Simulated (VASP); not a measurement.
# Pb (I4/mmm) in VASP: notebook

Runs on Pb. Level: PBEsol+D3(BJ). Tasks: single point.

Program: VASP 6.6.1. These are calculated values, not measurements. Logs are shortened: lines on timing, memory, paths and dates and some standing lists are left out, and cuts for length are marked.

### Step 1. The cell of the first run

It takes space group I4/mmm (No. 139, tetragonal). Conventional cell: a = 3.500 Å, b = 3.500 Å, c = 4.967 Å, α = 90.00°, β = 90.00°, γ = 90.00°. Pb (site symmetry 4/mmm) has 12 Pb at 3.50 to 3.51 Å within 4.6 Å.

### Step 2. Single point, PBEsol+D3(BJ)

Input file INCAR:

```
ALGO = Normal
EDIFF = 1E-6
ENCUT = 500
GGA = PS
GGA_COMPAT = False
ISIF = 2
ISMEAR = 1
IVDW = 12
LASPH = True
LCHARG = False
LREAL = False
LWAVE = False
NBANDS = 13
NELM = 120
PREC = Accurate
SIGMA = 0.1
```

Input file KPOINTS:

```
k-points
0
Gamma
  12 12 12
```

Input file POSCAR:

```
Pb
1.0
    0.0000000000      2.4750200000      2.4832700667
    2.4750200000      0.0000000000      2.4832700667
    2.4750200000      2.4750200000      0.0000000000
Pb
1
Direct
    0.0000000000      0.0000000000      0.0000000000
```

Potentials or basis: VASP PAW PBE potentials, release 64 (Pb_d).

Command:

```
$ cat potpaw_PBE.64/Pb_d/POTCAR > POTCAR
$ mpirun -np 1 vasp_std > vasp.out
```

OUTCAR:

```text
EDIFF = 1E-6
   ENCUT = 500
   GGA = PS
   ISIF = 2
   ISMEAR = 1
   IVDW = 12
   LASPH = True
   LREAL = False
   NELM = 120
   PREC = Accurate
 IVDW          = 12

 ion  position               nearest neighbor table
   1  0.000  0.000  0.000-

  LATTYP: Found a body centered tetragonal cell.
 ALAT       =     3.5002068511
 C/A-ratio  =     1.4189276076

  Lattice vectors:

 A1 = (  -2.4750200000,   0.0000000000,   2.4832700667)
 A2 = (   2.4750200000,   0.0000000000,   2.4832700667)
 A3 = (   0.0000000000,   2.4750200000,  -2.4832700667)

Analysis of symmetry for initial positions (statically):
=====================================================================
 Subroutine PRICEL returns:
 Original cell was already a primitive cell.

 Routine SETGRP: Setting up the symmetry group for a
 body centered tetragonal supercell.

 Subroutine GETGRP returns: Found 16 space group operations
 (whereof 16 operations were pure point group operations)
 out of a pool of 16 trial point group operations.

The static configuration has the point symmetry D_4h.

Analysis of symmetry for dynamics (positions and initial velocities):
=====================================================================
 Subroutine PRICEL returns:
 Original cell was already a primitive cell.

 Routine SETGRP: Setting up the symmetry group for a
 body centered tetragonal supercell.

 Subroutine GETGRP returns: Found 16 space group operations
 (whereof 16 operations were pure point group operations)
 out of a pool of 16 trial point group operations.

The dynamic configuration has the point symmetry D_4h.

 Subroutine INISYM returns: Found 16 space group operations
 (whereof 16 operations are pure point group operations),
 and found     1 'primitive' translations

----------------------------------------------------------------------------------------

                                     Primitive cell

  volume of cell :      30.4237

  direct lattice vectors                    reciprocal lattice vectors
     0.000000000  2.475020000  2.483270067    -0.202018570  0.202018570  0.201347412
     2.475020000  0.000000000  2.483270067     0.202018570 -0.202018570  0.201347412
     2.475020000  2.475020000  0.000000000     0.202018570  0.202018570 -0.201347412

  length of vectors
     3.506045383  3.506045383  3.500206851     0.349519363  0.349519363  0.349519363

  position of ions in fractional coordinates (direct lattice)
     0.000000000  0.000000000  0.000000000

  ion indices of the primitive-cell ions
   primitive index   ion index
                 1           1

----------------------------------------------------------------------------------------

 KPOINTS: k-points

Automatic generation of k-mesh.
 Grid dimensions read from file:
 generate k-points for:   12   12   12

 Generating k-lattice:

  Cartesian coordinates                     Fractional coordinates (reciprocal lattice)
    -0.016834881  0.016834881  0.016778951     0.083333333  0.000000000  0.000000000
     0.016834881 -0.016834881  0.016778951     0.000000000  0.083333333  0.000000000
     0.016834881  0.016834881 -0.016778951     0.000000000  0.000000000  0.083333333

  Length of vectors
     0.029126614  0.029126614  0.029126614

  Shift w.r.t. Gamma in fractional coordinates (k-lattice)
     0.000000000  0.000000000  0.000000000

 Subroutine IBZKPT returns following result:
 ===========================================

 Found    163 irreducible k-points:

 Following reciprocal coordinates:
            Coordinates               Weight
  0.000000  0.000000  0.000000      1.000000
  0.083333  0.000000  0.000000      8.000000
  0.166667  0.000000  0.000000      8.000000
  0.250000  0.000000  0.000000      8.000000
  0.333333  0.000000  0.000000      8.000000
  0.416667  0.000000  0.000000      8.000000
[... 16 lines left out ...]
  0.500000  0.166667  0.000000      8.000000
 -0.416667  0.166667  0.000000      8.000000
 [... further k-points ...]
   k-points           NKPTS =    163   k-points in BZ     NKDIM =    163   number of bands    NBANDS=     13
   number of dos      NEDOS =    301   number of ions     NIONS =      1
   total plane-waves  NPLWV =  21952
   dimension x,y,z NGX =    28 NGY =   28 NGZ =   28
   dimension x,y,z NGXF=    56 NGYF=   56 NGZF=   56
   ions per type =               1
   NGX,Y,Z   is equivalent  to a cutoff of  13.28, 13.28, 13.30 a.u.
   NGXF,Y,Z  is equivalent  to a cutoff of  26.55, 26.55, 26.60 a.u.
 SYSTEM =  unknown system
   PREC   = accura    normal or accurate (medium, high low for compatibility)
   ISTART =      0    job   : 0-new  1-cont  2-samecut
   ICHARG =      2    charge: 1-file 2-atom 10-const
   ISPIN  =      1    spin polarized calculation?
   LNONCOLLINEAR =      F non collinear calculations
   LSORBIT =      F    spin-orbit coupling
   LASPH  =      T    aspherical Exc in radial PAW
   ENCUT  =  500.0 eV  36.75 Ry    6.06 a.u.   6.39  6.39  6.38*2*pi/ulx,y,z
   NELM   =    120;   NELMIN=  2; NELMDL= -5     # of ELM steps
   EDIFF  = 0.1E-05   stopping-criterion for ELM
   LREAL  =      F    real-space projection
   EDIFFG = 0.1E-04   stopping-criterion for IOM
   NSW    =      0    number of steps for IOM
   IBRION =     -1    ionic relax: 0-MD 1-quasi-New 2-CG
   NFREE  =      0    steps in history (QN), initial steepest desc. (CG)
   ISIF   =      2    stress and relaxation
   ISYM   =      2    0-nonsym 1-usesym 2-fastsym
   POTIM  = 0.5000    time-step for ionic-motion
   TEBEG  =    0.0;   TEEND  =   0.0 temperature during run
   PSTRESS=    0.0 pullay stress
   NELECT =      14.0000    total number of electrons
   NUPDOWN=      -1.0000    fix difference up-down
   EMIN   =  10.00;   EMAX   =-10.00  energy-range for DOS
   EFERMI =   0.00;   METHOD = LEGACY
   ISMEAR =     1;   SIGMA  =   0.10  broadening in eV -4-tet -1-fermi 0-gaus
   EFERMI_NEDOS =   21; number of points for ismear=-14 and -15
   IALGO  =     38    algorithm
   IMIX   =      4    mixing-type and parameters
     AMIX     =   0.40;   BMIX     =  1.00
     AMIX_MAG =   1.60;   BMIX_MAG =  1.00
  volume/ion in A,a.u.               =      30.42       205.31
  Fermi-wavevector in a.u.,A,eV,Ry     =   1.263903  2.388430 21.734635  1.597451
  Thomas-Fermi vector in A             =   2.397236
   LORBIT       =      0    0 simple, 1 ext, 2 COOP (PROOUT), +10 PAW based schemes
   GGA     = PS    functional components
   LHFCALC =     F    Hartree Fock is set to
   AEXX    =    0.0000 exact exchange contribution
   IVDW    =    12    specifies the selected vdW correction
   LEPSILON=     F    determine dielectric tensor
   LRPA    =     F    only Hartree local field effects (RPA)
 non-spin polarized calculation
 Methfessel and Paxton  Order N= 1 SIGMA  =   0.10
  energy-cutoff  :      500.00
  volume of cell :       30.42
 maximum number of plane-waves:       788
 NGX is ok and might be reduce to    28
   NGX = 13   NGY = 13   NGZ = 13

 number of electron      13.9999999 magnetization

 Free energy of the ion-electron system (eV)
  ---------------------------------------------------
  ext. energy  EPLUGINS =         0.00000000
  ---------------------------------------------------
  free energy    TOTEN  =        -3.98320593 eV

  energy without entropy =       -3.98251463  energy(sigma->0) =       -3.98297550

 E-fermi :   7.0951     XC(G=0): -10.3236

 val. band max:        7.0878744674   @ k =  -0.2500  -0.0000   0.0833
 cond. band min:       7.1520193512   @ k =  -0.1667   0.4167   0.3333
 fundamental gap:      0.0641448837
 Fermi energy:         7.0951085920

 k-point     1 :       0.0000    0.0000    0.0000
  band No.  band energies     occupation
      1      -9.9169      2.00000
      2      -9.9124      2.00000
      3      -9.9124      2.00000
      4      -9.7751      2.00000
      5      -9.7718      2.00000
      6      -4.6796      2.00000
      7      14.4492      0.00000
      8      14.4492      0.00000
      9      14.4556      0.00000
     10      16.8261      0.00000
     11      18.3383      0.00000
     12      19.5172      0.00000
     13      19.5213      0.00000

 k-point     2 :       0.0833    0.0000    0.0000
  band No.  band energies     occupation
      1      -9.9146      2.00000
      2      -9.9050      2.00000
      3      -9.9026      2.00000
      4      -9.7755      2.00000
      5      -9.7725      2.00000
      6      -4.5463      2.00000
      7      12.9215      0.00000
      8      14.2851      0.00000
      9      14.2866      0.00000
     10      16.5419      0.00000
     11      19.0037      0.00000
     12      19.8144      0.00000
     13      19.8153      0.00000

 k-point     3 :       0.1667    0.0000    0.0000
  band No.  band energies     occupation
      1      -9.9165      2.00000
      2      -9.8858      2.00000
      3      -9.8829      2.00000
      4      -9.7690      2.00000
      5      -9.7669      2.00000
      6      -4.1460      2.00000
      7      10.3439      0.00000
      8      13.8784      0.00000
      9      13.8934      0.00000
     10      16.2221      0.00000
     11      19.6396      0.00000
     12      20.1470      0.00000
     13      20.2120      0.00000
[... 305 lines left out ...]
 k-point    23 :       0.5000    0.1667    0.0000
  band No.  band energies     occupation
      1      -9.9485      2.00000
      2      -9.8760      2.00000
      3      -9.8358      2.00000
      4      -9.7105      2.00000
      5      -9.6359      2.00000
      6      -0.9609      2.00000
      7       3.7624      2.00000
      8       9.7000      0.00000
      9      11.3858      0.00000
     10      14.6421      0.00000
     11      19.3669      0.00000
     12      20.1802      0.00000
     13      21.3414      0.00000

 k-point    24 :      -0.4167    0.1667    0.0000
  band No.  band energies     occupation
      1      -9.9350      2.00000
      2      -9.8782      2.00000
      3      -9.8418      2.00000
      4      -9.6913      2.00000
      5      -9.6571      2.00000
      6      -0.7842      2.00000
      7       3.5101      2.00000
      8       9.2462      0.00000
      9      11.8230      0.00000
     10      14.9000      0.00000
     11      18.9473      0.00000
     12      19.7479      0.00000
     13      22.0799      0.00000

 [... further k-points ...]

------------------------ aborting loop because EDIFF is reached ----------------------------------------

 Edisp (eV)   -0.43988

 E8    (eV) :    -0.3214

  FORCE on cell =-STRESS in cart. coord.  units (eV):
  Direction    XX          YY          ZZ          XY          YZ          ZX
  --------------------------------------------------------------------------------------
  -------------------------------------------------------------------------------------
  Total      -0.53754    -0.53754    -0.51037     0.00000     0.00000    -0.00000
  in kB     -28.30828   -28.30828   -26.87715     0.00000     0.00000    -0.00000
  external pressure =      -27.83 kB  Pullay stress =        0.00 kB

 VOLUME and BASIS-vectors are now :
 -----------------------------------------------------------------------------
  energy-cutoff  :      500.00
  volume of cell :       30.42
      direct lattice vectors                 reciprocal lattice vectors
     0.000000000  2.475020000  2.483270067    -0.202018570  0.202018570  0.201347412
     2.475020000  0.000000000  2.483270067     0.202018570 -0.202018570  0.201347412
     2.475020000  2.475020000  0.000000000     0.202018570  0.202018570 -0.201347412

 POSITION                                       TOTAL-FORCE (eV/Angst)
 -----------------------------------------------------------------------------------
      0.00000      0.00000      0.00000         0.000000      0.000000      0.000000
 -----------------------------------------------------------------------------------
    total drift:                               -0.000000     -0.000000     -0.000000

  FREE ENERGIE OF THE ION-ELECTRON SYSTEM (eV)
  ---------------------------------------------------
  free  energy   TOTEN  =        -4.4230849721 eV

  energy  without entropy=       -4.4223936737  energy(sigma->0) =       -4.42285454
```

It took 64 s on 1 thread of Intel Xeon 8259CL, shared host; peak memory 0.2 GiB.

Results:

* Free energy: -4.4231 eV
* Pressure: -2.8 GPa
* Band gap on the k mesh: zero (bands 7 and 8 overlap by 8.95 eV)
* Dispersion energy per atom: -0.440 eV

Levels at points of the mesh, in eV from the Fermi level:
```tsv
k point	band 3	band 4	band 5	band 6	band 7	band 8	band 9	band 10	band 11	band 12
(0.00, 0.00, 0.00)	-17.01	-16.87	-16.87	-11.77	7.35	7.35	7.36	9.73	11.24	12.42
(0.50, 0.00, 0.00)	-17.00	-16.74	-16.73	-8.16	-4.24	5.50	5.55	9.20	9.40	11.12
(0.50, 0.50, 0.00)	-16.75	-16.70	-16.70	-6.78	-3.32	2.03	2.03	5.35	6.63	18.25
(0.50, 0.00, 0.50)	-16.74	-16.70	-16.70	-6.75	-3.29	1.98	2.00	5.31	6.59	18.20
```

Caveat: three body term missing; the PAW data sets were made with another functional, which shifts forces and pressure a little; spin-orbit coupling is left out, which moves the levels of the heavy elements.

(Continued in part 2 of 2.)
